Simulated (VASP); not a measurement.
# BP (F-43m) in VASP: single point with PBEsol

Aim: the single point of BP with PBEsol.

Program: VASP 6.6.1. These are calculated values, not measurements. Logs are shortened: lines on timing, memory, paths and dates and some standing lists are left out, and cuts for length are marked.

### Step 1. The cell of the first run

Symmetry: F-43m, No. 216, cubic system. The conventional cell has a = 4.538 Å, b = 4.538 Å, c = 4.538 Å, α = 90.00°, β = 90.00°, γ = 90.00°. B (site symmetry -43m) has 4 P at 1.97 Å within 2.6 Å. Within 2.6 Å of P (site symmetry -43m) lie 4 B at 1.97 Å.

### Step 2. Single point, PBEsol

INCAR reads:

```
SYSTEM = BP
PREC = Accurate
ENCUT = 520
EDIFF = 1E-6
ISMEAR = 0
SIGMA = 0.05
LREAL = .FALSE.
LASPH = .TRUE.
NELM = 100
ALGO = Normal
ISIF = 2
LWAVE = .FALSE.
LCHARG = .FALSE.
GGA = PS
NBANDS = 11
```

KPOINTS reads:

```
regular mesh
0
G
  16 16 16
  0 0 0
```

POSCAR reads:

```
BP
1.0
    0.0000000000      2.2690000000      2.2690000000
    2.2690000000      0.0000000000      2.2690000000
    2.2690000000      2.2690000000      0.0000000000
B P
1 1
Direct
    0.0000000000      0.0000000000      0.0000000000
    0.7500000000      0.7500000000      0.7500000000
```

Potentials or basis: VASP PAW PBE potentials, release 64 (B, P).

Launch:

```
$ cat potpaw_PBE.64/B/POTCAR potpaw_PBE.64/P/POTCAR > POTCAR
$ mpirun -np 1 vasp_std > vasp.out
```

OUTCAR:

```text
SYSTEM = BP
   PREC = Accurate
   ENCUT = 520
   EDIFF = 1E-6
   ISMEAR = 0
   LREAL = .FALSE.
   LASPH = .TRUE.
   NELM = 100
   ISIF = 2
   GGA = PS

 ion  position               nearest neighbor table
   1  0.000  0.000  0.000-   2 1.97   2 1.97   2 1.97   2 1.97
   2  0.750  0.750  0.750-   1 1.97   1 1.97   1 1.97   1 1.97

  LATTYP: Found a face centered cubic cell.
 ALAT       =     4.5380000000

  Lattice vectors:

 A1 = (   0.0000000000,   2.2690000000,   2.2690000000)
 A2 = (   2.2690000000,   0.0000000000,   2.2690000000)
 A3 = (   2.2690000000,   2.2690000000,   0.0000000000)

Analysis of symmetry for initial positions (statically):
=====================================================================
 Subroutine PRICEL returns:
 Original cell was already a primitive cell.

 Routine SETGRP: Setting up the symmetry group for a
 face centered cubic supercell.

 Subroutine GETGRP returns: Found 24 space group operations
 (whereof 24 operations were pure point group operations)
 out of a pool of 48 trial point group operations.

The static configuration has the point symmetry T_d .

Analysis of symmetry for dynamics (positions and initial velocities):
=====================================================================
 Subroutine PRICEL returns:
 Original cell was already a primitive cell.

 Routine SETGRP: Setting up the symmetry group for a
 face centered cubic supercell.

 Subroutine GETGRP returns: Found 24 space group operations
 (whereof 24 operations were pure point group operations)
 out of a pool of 48 trial point group operations.

The dynamic configuration has the point symmetry T_d .

 Subroutine INISYM returns: Found 24 space group operations
 (whereof 24 operations are pure point group operations),
 and found     1 'primitive' translations

----------------------------------------------------------------------------------------

                                     Primitive cell

  volume of cell :      23.3633

  direct lattice vectors                    reciprocal lattice vectors
     0.000000000  2.269000000  2.269000000    -0.220361393  0.220361393  0.220361393
     2.269000000  0.000000000  2.269000000     0.220361393 -0.220361393  0.220361393
     2.269000000  2.269000000  0.000000000     0.220361393  0.220361393 -0.220361393

  length of vectors
     3.208850573  3.208850573  3.208850573     0.381677128  0.381677128  0.381677128

  position of ions in fractional coordinates (direct lattice)
     0.000000000  0.000000000  0.000000000
     0.750000000  0.750000000  0.750000000

  ion indices of the primitive-cell ions
   primitive index   ion index
                 1           1
                 2           2

----------------------------------------------------------------------------------------

 KPOINTS: regular mesh

Automatic generation of k-mesh.
 Grid dimensions read from file:
 generate k-points for:   16   16   16

 Generating k-lattice:

  Cartesian coordinates                     Fractional coordinates (reciprocal lattice)
    -0.013772587  0.013772587  0.013772587     0.062500000  0.000000000  0.000000000
     0.013772587 -0.013772587  0.013772587     0.000000000  0.062500000  0.000000000
     0.013772587  0.013772587 -0.013772587     0.000000000  0.000000000  0.062500000

  Length of vectors
     0.023854821  0.023854821  0.023854821

  Shift w.r.t. Gamma in fractional coordinates (k-lattice)
     0.000000000  0.000000000  0.000000000

 Subroutine IBZKPT returns following result:
 ===========================================

 Found    145 irreducible k-points:

 Following reciprocal coordinates:
            Coordinates               Weight
  0.000000  0.000000  0.000000      1.000000
  0.062500  0.000000  0.000000      8.000000
  0.125000  0.000000  0.000000      8.000000
  0.187500  0.000000  0.000000      8.000000
  0.250000  0.000000  0.000000      8.000000
  0.312500  0.000000  0.000000      8.000000
[... 16 lines left out ...]
 -0.125000  0.062500  0.000000     24.000000
 -0.062500  0.062500  0.000000     12.000000
 [... further k-points ...]
   k-points           NKPTS =    145   k-points in BZ     NKDIM =    145   number of bands    NBANDS=     11
   number of dos      NEDOS =    301   number of ions     NIONS =      2
   total plane-waves  NPLWV =  13824
   dimension x,y,z NGX =    24 NGY =   24 NGZ =   24
   dimension x,y,z NGXF=    48 NGYF=   48 NGZF=   48
   ions per type =               1   1
   NGX,Y,Z   is equivalent  to a cutoff of  12.43, 12.43, 12.43 a.u.
   NGXF,Y,Z  is equivalent  to a cutoff of  24.87, 24.87, 24.87 a.u.
 SYSTEM =  BP
   PREC   = accura    normal or accurate (medium, high low for compatibility)
   ISTART =      0    job   : 0-new  1-cont  2-samecut
   ICHARG =      2    charge: 1-file 2-atom 10-const
   ISPIN  =      1    spin polarized calculation?
   LNONCOLLINEAR =      F non collinear calculations
   LSORBIT =      F    spin-orbit coupling
   LASPH  =      T    aspherical Exc in radial PAW
   ENCUT  =  520.0 eV  38.22 Ry    6.18 a.u.   5.97  5.97  5.97*2*pi/ulx,y,z
   NELM   =    100;   NELMIN=  2; NELMDL= -5     # of ELM steps
   EDIFF  = 0.1E-05   stopping-criterion for ELM
   LREAL  =      F    real-space projection
   EDIFFG = 0.1E-04   stopping-criterion for IOM
   NSW    =      0    number of steps for IOM
   IBRION =     -1    ionic relax: 0-MD 1-quasi-New 2-CG
   NFREE  =      0    steps in history (QN), initial steepest desc. (CG)
   ISIF   =      2    stress and relaxation
   ISYM   =      2    0-nonsym 1-usesym 2-fastsym
   POTIM  = 0.5000    time-step for ionic-motion
   TEBEG  =    0.0;   TEEND  =   0.0 temperature during run
   PSTRESS=    0.0 pullay stress
   NELECT =       8.0000    total number of electrons
   NUPDOWN=      -1.0000    fix difference up-down
   EMIN   =  10.00;   EMAX   =-10.00  energy-range for DOS
   EFERMI =   0.00;   METHOD = LEGACY
   ISMEAR =     0;   SIGMA  =   0.05  broadening in eV -4-tet -1-fermi 0-gaus
   EFERMI_NEDOS =   21; number of points for ismear=-14 and -15
   IALGO  =     38    algorithm
   IMIX   =      4    mixing-type and parameters
     AMIX     =   0.40;   BMIX     =  1.00
     AMIX_MAG =   1.60;   BMIX_MAG =  1.00
  volume/ion in A,a.u.               =      11.68        78.83
  Fermi-wavevector in a.u.,A,eV,Ry     =   1.145320  2.164342 17.847562  1.311759
  Thomas-Fermi vector in A             =   2.282009
   LORBIT       =      0    0 simple, 1 ext, 2 COOP (PROOUT), +10 PAW based schemes
   GGA     = PS    functional components
   LHFCALC =     F    Hartree Fock is set to
   AEXX    =    0.0000 exact exchange contribution
   IVDW    =     0    specifies the selected vdW correction
   LEPSILON=     F    determine dielectric tensor
   LRPA    =     F    only Hartree local field effects (RPA)
 non-spin polarized calculation
 Gauss-broadening in eV      SIGMA  =   0.05
  energy-cutoff  :      520.00
  volume of cell :       23.36
 maximum number of plane-waves:       640
   NGX = 11   NGY = 11   NGZ = 11

 number of electron       8.0000000 magnetization

 Free energy of the ion-electron system (eV)
  ---------------------------------------------------
  ext. energy  EPLUGINS =         0.00000000
  ---------------------------------------------------
  free energy    TOTEN  =       -13.67258358 eV

  energy without entropy =      -13.67258358  energy(sigma->0) =      -13.67258358

 E-fermi :   7.6385     XC(G=0): -11.0459

 val. band max:        7.4052603673   @ k =   0.0000   0.0000   0.0000
 cond. band min:       8.5422987345   @ k =   0.4375   0.4375   0.0000
 fundamental gap:      1.1370383672
 Fermi energy:         7.6384857361

 k-point     1 :       0.0000    0.0000    0.0000
  band No.  band energies     occupation
      1      -8.0927      2.00000
      2       7.4053      2.00000
      3       7.4053      2.00000
      4       7.4053      2.00000
      5      10.7621      0.00000
      6      10.7621      0.00000
      7      10.7622      0.00000
      8      14.7481      0.00000
      9      18.6479      0.00000
     10      19.5270      0.00000
     11      19.5270      0.00000

 k-point     2 :       0.0625    0.0000    0.0000
  band No.  band energies     occupation
      1      -8.0220      2.00000
      2       6.8181      2.00000
      3       7.2774      2.00000
      4       7.2774      2.00000
      5      10.9379      0.00000
      6      10.9379      0.00000
      7      10.9982      0.00000
      8      14.9572      0.00000
      9      18.8865      0.00000
     10      19.1763      0.00000
     11      19.1763      0.00000

 k-point     3 :       0.1250    0.0000    0.0000
  band No.  band energies     occupation
      1      -7.8108      2.00000
      2       5.5346      2.00000
      3       6.9721      2.00000
      4       6.9721      2.00000
      5      11.2938      0.00000
      6      11.3590      0.00000
      7      11.3590      0.00000
      8      15.5293      0.00000
      9      18.5765      0.00000
     10      18.5765      0.00000
     11      19.4963      0.00000

 k-point     4 :       0.1875    0.0000    0.0000
  band No.  band energies     occupation
      1      -7.4622      2.00000
      2       4.0403      2.00000
      3       6.6140      2.00000
      4       6.6140      2.00000
      5      11.3896      0.00000
      6      11.8166      0.00000
      7      11.8166      0.00000
      8      16.2668      0.00000
      9      18.2086      0.00000
     10      18.2086      0.00000
     11      20.0501      0.00000
[... 239 lines left out ...]
 k-point    22 :      -0.1875    0.0625    0.0000
  band No.  band energies     occupation
      1      -7.2547      2.00000
      2       3.5523      2.00000
      3       5.7630      2.00000
      4       6.7683      2.00000
      5      11.5980      0.00000
      6      11.6817      0.00000
      7      12.3786      0.00000
      8      16.1593      0.00000
      9      17.4619      0.00000
     10      19.2026      0.00000
     11      20.4453      0.00000

 k-point    23 :      -0.1250    0.0625    0.0000
  band No.  band energies     occupation
      1      -7.6472      2.00000
      2       5.0310      2.00000
      3       6.1330      2.00000
      4       7.1009      2.00000
      5      11.2648      0.00000
      6      11.4791      0.00000
      7      11.9953      0.00000
      8      15.7047      0.00000
      9      17.7543      0.00000
     10      19.0371      0.00000
     11      19.9334      0.00000

 k-point    24 :      -0.0625    0.0625    0.0000
  band No.  band energies     occupation
      1      -7.9044      2.00000
      2       6.2741      2.00000
      3       6.6316      2.00000
      4       7.3084      2.00000
      5      10.9497      0.00000
      6      11.1696      0.00000
      7      11.5158      0.00000
      8      15.2396      0.00000
      9      18.4028      0.00000
     10      19.1978      0.00000
     11      19.2653      0.00000

 [... further k-points ...]

------------------------ aborting loop because EDIFF is reached ----------------------------------------

  FORCE on cell =-STRESS in cart. coord.  units (eV):
  Direction    XX          YY          ZZ          XY          YZ          ZX
  --------------------------------------------------------------------------------------
  -------------------------------------------------------------------------------------
  Total       -0.2713771     -0.2713771     -0.2713771     -0.0000000      0.0000000     -0.0000000
  in kB      -18.6101684    -18.6101684    -18.6101684     -0.0000000      0.0000000     -0.0000000
  external PRESSURE =     -18.6101684 kB  Pullay stress =       0.0000000 kB

 VOLUME and BASIS-vectors are now :
 -----------------------------------------------------------------------------
  energy-cutoff  :      520.00
  volume of cell :       23.36
      direct lattice vectors                 reciprocal lattice vectors
     0.000000000  2.269000000  2.269000000    -0.220361393  0.220361393  0.220361393
     2.269000000  0.000000000  2.269000000     0.220361393 -0.220361393  0.220361393
     2.269000000  2.269000000  0.000000000     0.220361393  0.220361393 -0.220361393

 POSITION                                       TOTAL-FORCE (eV/Angst)
 -----------------------------------------------------------------------------------
      0.00000      0.00000      0.00000         0.000000      0.000000      0.000000
      3.40350      3.40350      3.40350        -0.000000     -0.000000     -0.000000
 -----------------------------------------------------------------------------------
    total drift:                               -0.000000     -0.000000     -0.000000

  FREE ENERGIE OF THE ION-ELECTRON SYSTEM (eV)
  ---------------------------------------------------
  free  energy   TOTEN  =       -13.6725835778 eV

  energy  without entropy=      -13.6725835778  energy(sigma->0) =      -13.67258358
```

Wall time 16 s (1 thread of Intel Xeon Platinum 8259CL at 2.50GHz (Skylake/Cascade Lake), shared host); peak memory 0.16 GiB.

Results:

| Item | Value |
| --- | --- |
| Free energy | -13.6726 eV |
| Pressure | -1.9 GPa |
| Band gap on the k mesh | 1.14 eV, indirect (least direct gap 3.36 eV) |

Caveat: the PAW data sets were made with another functional, which shifts forces and pressure a little.
